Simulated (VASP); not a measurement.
# TiAl3 (Pm-3m) in VASP: further runs

Runs on TiAl3. Level: PBEsol. Tasks: single point.

Everything below comes from runs of VASP 6.6.1. Logs are shortened: lines on timing, memory, paths and dates and some standing lists are left out, and cuts for length are marked.

## (1) The cell of the first run

Symmetry: Pm-3m, No. 221, cubic system. Conventional cell: a = 3.948 Å, b = 3.948 Å, c = 3.948 Å, α = 90.00°, β = 90.00°, γ = 90.00°. Ti (site symmetry m-3m) has 12 Al at 2.79 Å within 3.7 Å. Within 3.7 Å of Al (site symmetry 4/mmm) lie 4 Ti at 2.79 Å and 8 Al at 2.79 Å.

## (2) Single point, PBEsol

File INCAR:

```
PREC = Accurate
ENCUT = 520
EDIFF = 1E-7
ISMEAR = 0
SIGMA = 0.15
LREAL = F
LASPH = T
NELM = 80
ALGO = Fast
ISIF = 2
LWAVE = F
LCHARG = T
GGA = PS
LELF = T
LVHAR = T
NBANDS = 18
```

File KPOINTS:

```
Automatic mesh
0
Gamma
  14 14 14
```

File POSCAR:

```
TiAl3
1.0
    3.9483448106      0.0000000000      0.0000000000
    0.0000000000      3.9483448106      0.0000000000
    0.0000000000      0.0000000000      3.9483448106
Ti Al
1 3
Direct
    0.0000000000      0.0000000000      0.0000000000
    0.5000000000      0.5000000000      0.0000000000
    0.5000000000      0.0000000000      0.5000000000
    0.0000000000      0.5000000000      0.5000000000
```

Potentials or basis: VASP PAW PBE potentials, release 64 (Ti_sv, Al).

On the command line:

```console
$ cat potpaw_PBE.64/Ti_sv/POTCAR potpaw_PBE.64/Al/POTCAR > POTCAR
$ mpirun -np 1 vasp_std > vasp.out
```

OUTCAR:

```text
PREC = Accurate
   ENCUT = 520
   EDIFF = 1E-7
   ISMEAR = 0
   LREAL = F
   LASPH = T
   NELM = 80
   ISIF = 2
   GGA = PS

 ion  position               nearest neighbor table
   1  0.000  0.000  0.000-   2 2.79   3 2.79   4 2.79   3 2.79   4 2.79   2 2.79   4 2.79   4 2.79
                             2 2.79   3 2.79   3 2.79   2 2.79
   2  0.500  0.500  0.000-   1 2.79   3 2.79   4 2.79   3 2.79   4 2.79   1 2.79   3 2.79   3 2.79
                             1 2.79   4 2.79   4 2.79   1 2.79
   3  0.500  0.000  0.500-   1 2.79   2 2.79   4 2.79   1 2.79   2 2.79   2 2.79   4 2.79   2 2.79
                             1 2.79   4 2.79   1 2.79   4 2.79
   4  0.000  0.500  0.500-   1 2.79   2 2.79   3 2.79   1 2.79   2 2.79   1 2.79   3 2.79   1 2.79
                             2 2.79   3 2.79   2 2.79   3 2.79

  LATTYP: Found a simple cubic cell.
 ALAT       =     3.9483448106

  Lattice vectors:

 A1 = (   3.9483448106,   0.0000000000,   0.0000000000)
 A2 = (   0.0000000000,   3.9483448106,   0.0000000000)
 A3 = (   0.0000000000,   0.0000000000,   3.9483448106)

Analysis of symmetry for initial positions (statically):
=====================================================================
 Subroutine PRICEL returns:
 Original cell was already a primitive cell.

 Routine SETGRP: Setting up the symmetry group for a
 simple cubic supercell.

 Subroutine GETGRP returns: Found 48 space group operations
 (whereof 48 operations were pure point group operations)
 out of a pool of 48 trial point group operations.

The static configuration has the point symmetry O_h .

Analysis of symmetry for dynamics (positions and initial velocities):
=====================================================================
 Subroutine PRICEL returns:
 Original cell was already a primitive cell.

 Routine SETGRP: Setting up the symmetry group for a
 simple cubic supercell.

 Subroutine GETGRP returns: Found 48 space group operations
 (whereof 48 operations were pure point group operations)
 out of a pool of 48 trial point group operations.

The dynamic configuration has the point symmetry O_h .

 Subroutine INISYM returns: Found 48 space group operations
 (whereof 48 operations are pure point group operations),
 and found     1 'primitive' translations

----------------------------------------------------------------------------------------

                                     Primitive cell

  volume of cell :      61.5524

  direct lattice vectors                    reciprocal lattice vectors
     3.948344811  0.000000000  0.000000000     0.253270686  0.000000000  0.000000000
     0.000000000  3.948344811  0.000000000     0.000000000  0.253270686  0.000000000
     0.000000000  0.000000000  3.948344811     0.000000000  0.000000000  0.253270686

  length of vectors
     3.948344811  3.948344811  3.948344811     0.253270686  0.253270686  0.253270686

  position of ions in fractional coordinates (direct lattice)
     0.000000000  0.000000000  0.000000000
     0.500000000  0.500000000  0.000000000
     0.500000000  0.000000000  0.500000000
     0.000000000  0.500000000  0.500000000

  ion indices of the primitive-cell ions
   primitive index   ion index
                 1           1
                 2           2
                 3           3
                 4           4

----------------------------------------------------------------------------------------

 KPOINTS: Automatic mesh

Automatic generation of k-mesh.
 Grid dimensions read from file:
 generate k-points for:   14   14   14

 Generating k-lattice:

  Cartesian coordinates                     Fractional coordinates (reciprocal lattice)
     0.018090763  0.000000000  0.000000000     0.071428571  0.000000000  0.000000000
     0.000000000  0.018090763  0.000000000     0.000000000  0.071428571  0.000000000
     0.000000000  0.000000000  0.018090763     0.000000000  0.000000000  0.071428571

  Length of vectors
     0.018090763  0.018090763  0.018090763

  Shift w.r.t. Gamma in fractional coordinates (k-lattice)
     0.000000000  0.000000000  0.000000000

 Subroutine IBZKPT returns following result:
 ===========================================

 Found    120 irreducible k-points:

 Following reciprocal coordinates:
            Coordinates               Weight
  0.000000  0.000000  0.000000      1.000000
  0.071429  0.000000  0.000000      6.000000
  0.142857  0.000000  0.000000      6.000000
  0.214286  0.000000  0.000000      6.000000
  0.285714  0.000000  0.000000      6.000000
  0.357143  0.000000  0.000000      6.000000
[... 16 lines left out ...]
  0.285714  0.214286  0.000000     24.000000
  0.357143  0.214286  0.000000     24.000000
 [... further k-points ...]
   k-points           NKPTS =    120   k-points in BZ     NKDIM =    120   number of bands    NBANDS=     18
   number of dos      NEDOS =    301   number of ions     NIONS =      4
   total plane-waves  NPLWV =  27000
   dimension x,y,z NGX =    30 NGY =   30 NGZ =   30
   dimension x,y,z NGXF=    60 NGYF=   60 NGZF=   60
   ions per type =               1   3
   NGX,Y,Z   is equivalent  to a cutoff of  12.63, 12.63, 12.63 a.u.
   NGXF,Y,Z  is equivalent  to a cutoff of  25.26, 25.26, 25.26 a.u.
 SYSTEM =  unknown system
   PREC   = accura    normal or accurate (medium, high low for compatibility)
   ISTART =      0    job   : 0-new  1-cont  2-samecut
   ICHARG =      2    charge: 1-file 2-atom 10-const
   ISPIN  =      1    spin polarized calculation?
   LNONCOLLINEAR =      F non collinear calculations
   LSORBIT =      F    spin-orbit coupling
   LASPH  =      T    aspherical Exc in radial PAW
   ENCUT  =  520.0 eV  38.22 Ry    6.18 a.u.   7.34  7.34  7.34*2*pi/ulx,y,z
   NELM   =     80;   NELMIN=  2; NELMDL= -5     # of ELM steps
   EDIFF  = 0.1E-06   stopping-criterion for ELM
   LREAL  =      F    real-space projection
   EDIFFG = 0.1E-05   stopping-criterion for IOM
   NSW    =      0    number of steps for IOM
   IBRION =     -1    ionic relax: 0-MD 1-quasi-New 2-CG
   NFREE  =      0    steps in history (QN), initial steepest desc. (CG)
   ISIF   =      2    stress and relaxation
   ISYM   =      2    0-nonsym 1-usesym 2-fastsym
   POTIM  = 0.5000    time-step for ionic-motion
   TEBEG  =    0.0;   TEEND  =   0.0 temperature during run
   PSTRESS=    0.0 pullay stress
   NELECT =      21.0000    total number of electrons
   NUPDOWN=      -1.0000    fix difference up-down
   EMIN   =  10.00;   EMAX   =-10.00  energy-range for DOS
   EFERMI =   0.00;   METHOD = LEGACY
   ISMEAR =     0;   SIGMA  =   0.15  broadening in eV -4-tet -1-fermi 0-gaus
   EFERMI_NEDOS =   21; number of points for ismear=-14 and -15
   IALGO  =     68    algorithm
   IMIX   =      4    mixing-type and parameters
     AMIX     =   0.40;   BMIX     =  1.00
     AMIX_MAG =   1.60;   BMIX_MAG =  1.00
  volume/ion in A,a.u.               =      15.39       103.84
  Fermi-wavevector in a.u.,A,eV,Ry     =   1.143930  2.161715 17.804261  1.308576
  Thomas-Fermi vector in A             =   2.280624
   LORBIT       =      0    0 simple, 1 ext, 2 COOP (PROOUT), +10 PAW based schemes
   GGA     = PS    functional components
   LHFCALC =     F    Hartree Fock is set to
   AEXX    =    0.0000 exact exchange contribution
   IVDW    =     0    specifies the selected vdW correction
   LEPSILON=     F    determine dielectric tensor
   LRPA    =     F    only Hartree local field effects (RPA)
 non-spin polarized calculation
 RMM-DIIS sequential band-by-band and
 Gauss-broadening in eV      SIGMA  =   0.15
  energy-cutoff  :      520.00
  volume of cell :       61.55
 maximum number of plane-waves:      1691
 NGX is ok and might be reduce to    30
   NGX = 15   NGY = 15   NGZ = 15

 number of electron      20.9999997 magnetization

 Free energy of the ion-electron system (eV)
  ---------------------------------------------------
  ext. energy  EPLUGINS =         0.00000000
  ---------------------------------------------------
  free energy    TOTEN  =       -22.13360397 eV

  energy without entropy =      -22.10739325  energy(sigma->0) =      -22.12049861

 E-fermi :   9.1141     XC(G=0): -10.9374

 val. band max:        9.1014291573   @ k =   0.3571   0.3571   0.1429
 cond. band min:       9.1211633316   @ k =   0.3571   0.0714   0.0714
 fundamental gap:      0.0197341743
 Fermi energy:         9.1140548194

 k-point     1 :       0.0000    0.0000    0.0000
  band No.  band energies     occupation
      1     -47.5999      2.00000
      2     -24.0081      2.00000
      3     -24.0081      2.00000
      4     -24.0081      2.00000
      5      -1.7488      2.00000
      6       5.9854      2.00000
[... 10 lines left out ...]
     17      14.8435      0.00000
     18      14.8435      0.00000

 k-point     2 :       0.0714    0.0000    0.0000
  band No.  band energies     occupation
      1     -47.5998      2.00000
      2     -24.0092      2.00000
      3     -24.0080      2.00000
      4     -24.0080      2.00000
      5      -1.6989      2.00000
      6       5.5530      2.00000
[... 10 lines left out ...]
     17      14.7855      0.00000
     18      14.7901      0.00000

 k-point     3 :       0.1429    0.0000    0.0000
  band No.  band energies     occupation
      1     -47.5997      2.00000
      2     -24.0121      2.00000
      3     -24.0078      2.00000
      4     -24.0078      2.00000
      5      -1.5499      2.00000
      6       4.7517      2.00000
[... 10 lines left out ...]
     17      14.4932      0.00000
     18      14.4952      0.00000

 k-point     4 :       0.2143    0.0000    0.0000
  band No.  band energies     occupation
      1     -47.5995      2.00000
      2     -24.0164      2.00000
      3     -24.0075      2.00000
      4     -24.0075      2.00000
      5      -1.3038      2.00000
      6       3.8775      2.00000
[... 10 lines left out ...]
     17      13.9407      0.00000
     18      14.0896      0.00000

 k-point     5 :       0.2857    0.0000    0.0000
  band No.  band energies     occupation
      1     -47.5994      2.00000
      2     -24.0211      2.00000
      3     -24.0072      2.00000
      4     -24.0072      2.00000
      5      -0.9649      2.00000
      6       3.0144      2.00000
[... 10 lines left out ...]
     17      13.3266      0.00000
     18      15.0635      0.00000

 k-point     6 :       0.3571    0.0000    0.0000
  band No.  band energies     occupation
      1     -47.5992      2.00000
      2     -24.0253      2.00000
      3     -24.0069      2.00000
      4     -24.0069      2.00000
      5      -0.5418      2.00000
      6       2.2033      2.00000
[... 10 lines left out ...]
     17      12.7902      0.00000
     18      14.7745      0.00000

 k-point     7 :       0.4286    0.0000    0.0000
  band No.  band energies     occupation
      1     -47.5991      2.00000
      2     -24.0283      2.00000
      3     -24.0067      2.00000
      4     -24.0067      2.00000
      5      -0.0629      2.00000
      6       1.4872      2.00000
[... 10 lines left out ...]
     17      12.4116      0.00000
     18      14.5252      0.00000

 k-point     8 :       0.5000    0.0000    0.0000
  band No.  band energies     occupation
      1     -47.5990      2.00000
      2     -24.0293      2.00000
      3     -24.0066      2.00000
      4     -24.0066      2.00000
      5       0.2635      2.00000
      6       1.0811      2.00000
[... 10 lines left out ...]
     17      12.2711      0.00000
     18      14.4465      0.00000
[... 229 lines left out ...]
     17      13.1754      0.00000
     18      14.6067      0.00000

 k-point    20 :       0.4286    0.1429    0.0000
  band No.  band energies     occupation
      1     -47.5989      2.00000
      2     -24.0278      2.00000
      3     -24.0105      2.00000
      4     -24.0064      2.00000
      5       0.1124      2.00000
      6       1.6739      2.00000
[... 10 lines left out ...]
     17      13.0963      0.00000
     18      14.5737      0.00000

 k-point    21 :       0.5000    0.1429    0.0000
  band No.  band energies     occupation
      1     -47.5989      2.00000
      2     -24.0288      2.00000
      3     -24.0104      2.00000
      4     -24.0063      2.00000
      5       0.4257      2.00000
      6       1.2816      2.00000
[... 10 lines left out ...]
     17      13.0602      0.00000
     18      14.5627      0.00000

 k-point    22 :       0.2143    0.2143    0.0000
  band No.  band energies     occupation
      1     -47.5992      2.00000
      2     -24.0159      2.00000
      3     -24.0153      2.00000
      4     -24.0069      2.00000
      5      -0.8696      2.00000
      6       4.1293      2.00000
[... 10 lines left out ...]
     17      13.9086      0.00000
     18      14.2627      0.00000

 k-point    23 :       0.2857    0.2143    0.0000
  band No.  band energies     occupation
      1     -47.5990      2.00000
      2     -24.0202      2.00000
      3     -24.0152      2.00000
      4     -24.0066      2.00000
      5      -0.5396      2.00000
      6       3.3810      2.00000
[... 10 lines left out ...]
     17      13.9579      0.00000
     18      14.3271      0.00000

 k-point    24 :       0.3571    0.2143    0.0000
  band No.  band energies     occupation
      1     -47.5989      2.00000
      2     -24.0244      2.00000
      3     -24.0148      2.00000
      4     -24.0063      2.00000
      5      -0.1295      2.00000
      6       2.5934      2.00000
[... 10 lines left out ...]
     17      13.9860      0.00000
     18      14.2049      0.00000

 [... further k-points ...]
[... 5 lines left out ...]
  --------------------------------------------------------------------------------------
  -------------------------------------------------------------------------------------
  Total        0.0588247      0.0588247      0.0588247      0.0000000      0.0000000     -0.0000000
  in kB        1.5311750      1.5311750      1.5311750      0.0000000      0.0000000     -0.0000000
  external PRESSURE =       1.5311750 kB  Pullay stress =       0.0000000 kB

 VOLUME and BASIS-vectors are now :
 -----------------------------------------------------------------------------
  energy-cutoff  :      520.00
  volume of cell :       61.55
      direct lattice vectors                 reciprocal lattice vectors
     3.948344811  0.000000000  0.000000000     0.253270686  0.000000000  0.000000000
     0.000000000  3.948344811  0.000000000     0.000000000  0.253270686  0.000000000
     0.000000000  0.000000000  3.948344811     0.000000000  0.000000000  0.253270686

 POSITION                                       TOTAL-FORCE (eV/Angst)
 -----------------------------------------------------------------------------------
      0.00000      0.00000      0.00000         0.000000      0.000000      0.000000
      1.97417      1.97417      0.00000         0.000000      0.000000      0.000000
      1.97417      0.00000      1.97417         0.000000      0.000000      0.000000
      0.00000      1.97417      1.97417         0.000000      0.000000      0.000000
 -----------------------------------------------------------------------------------
    total drift:                                0.000000     -0.000000     -0.000000

  FREE ENERGIE OF THE ION-ELECTRON SYSTEM (eV)
  ---------------------------------------------------
  free  energy   TOTEN  =       -22.1336039728 eV

  energy  without entropy=      -22.1073932517  energy(sigma->0) =      -22.12049861
```

Wall time 7.3 min (1 thread of AMD EPYC 7R13, shared host); peak memory 0.23 GiB.

What came out:

```yaml
Free_energy: -22.1336 eV
Pressure: 0.2 GPa
Band_gap_on_the_k_mesh: zero (an odd number of electrons rules out a gap without spin polarisation)
```

Caveat: the PAW data sets were made with another functional, which shifts forces and pressure a little.

## (3) Single point, PBEsol

File INCAR:

```
PREC = Accurate
ENCUT = 520
EDIFF = 1E-6
ISMEAR = 0
SIGMA = 0.15
LREAL = F
LASPH = T
NELM = 80
ALGO = Normal
ISIF = 2
LWAVE = F
LCHARG = F
GGA = PS
NBANDS = 18
```

File KPOINTS:

```
regular mesh
0
Gamma
  12 12 12
```

POSCAR is that of step 2.

Potentials or basis: VASP PAW PBE potentials, release 64 (Ti_sv, Al).

On the command line:

```console
$ cat potpaw_PBE.64/Ti_sv/POTCAR potpaw_PBE.64/Al/POTCAR > POTCAR
$ mpirun -np 1 vasp_std > vasp.out
```

OUTCAR:

```text
PREC = Accurate
   ENCUT = 520
   EDIFF = 1E-6
   ISMEAR = 0
   LREAL = F
   LASPH = T
   NELM = 80
   ISIF = 2
   GGA = PS

 ion  position               nearest neighbor table
   1  0.000  0.000  0.000-   2 2.79   3 2.79   4 2.79   3 2.79   4 2.79   2 2.79   4 2.79   4 2.79
                             2 2.79   3 2.79   3 2.79   2 2.79
   2  0.500  0.500  0.000-   1 2.79   3 2.79   4 2.79   3 2.79   4 2.79   1 2.79   3 2.79   3 2.79
                             1 2.79   4 2.79   4 2.79   1 2.79
   3  0.500  0.000  0.500-   1 2.79   2 2.79   4 2.79   1 2.79   2 2.79   2 2.79   4 2.79   2 2.79
[... 709 lines left out ...]
  --------------------------------------------------------------------------------------
  -------------------------------------------------------------------------------------
  Total        0.0594518      0.0594518      0.0594518      0.0000000      0.0000000      0.0000000
  in kB        1.5474980      1.5474980      1.5474980      0.0000000      0.0000000      0.0000000
  external PRESSURE =       1.5474980 kB  Pullay stress =       0.0000000 kB

 VOLUME and BASIS-vectors are now :
 -----------------------------------------------------------------------------
  energy-cutoff  :      520.00
  volume of cell :       61.55
      direct lattice vectors                 reciprocal lattice vectors
     3.948344811  0.000000000  0.000000000     0.253270686  0.000000000  0.000000000
     0.000000000  3.948344811  0.000000000     0.000000000  0.253270686  0.000000000
     0.000000000  0.000000000  3.948344811     0.000000000  0.000000000  0.253270686

 POSITION                                       TOTAL-FORCE (eV/Angst)
 -----------------------------------------------------------------------------------
      0.00000      0.00000      0.00000         0.000000      0.000000      0.000000
      1.97417      1.97417      0.00000         0.000000      0.000000      0.000000
      1.97417      0.00000      1.97417         0.000000      0.000000      0.000000
      0.00000      1.97417      1.97417         0.000000      0.000000      0.000000
 -----------------------------------------------------------------------------------
    total drift:                               -0.000000     -0.000000      0.000000

  FREE ENERGIE OF THE ION-ELECTRON SYSTEM (eV)
  ---------------------------------------------------
  free  energy   TOTEN  =       -22.1322440394 eV

  energy  without entropy=      -22.1038961812  energy(sigma->0) =      -22.11807011
```

Run time: 2 min. Hardware: 1 thread of AMD EPYC 7R13, shared host; peak memory 0.2 GiB.

What came out:

```
Free energy            : -22.1322 eV
Pressure               : 0.2 GPa
Band gap on the k mesh : zero (an odd number of electrons rules out a gap without spin polarisation)
```

Levels at points of the mesh, in eV from the Fermi level:
```tsv
k point	band 7	band 8	band 9	band 10	band 11	band 12	band 13	band 14
(0.00, 0.00, 0.00)	-3.13	-2.18	-2.18	-2.18	0.14	0.14	0.14	0.68
(0.50, 0.00, 0.00)	-2.29	-2.29	-2.23	0.39	0.74	0.74	0.94	0.99
(0.50, 0.50, 0.00)	-6.15	-5.08	-1.28	-1.28	0.62	0.86	1.09	1.14
(0.50, 0.50, 0.50)	-5.18	-5.02	-3.52	-3.52	-3.52	0.17	1.20	1.20
```

Caveat: the PAW data sets were made with another functional, which shifts forces and pressure a little.
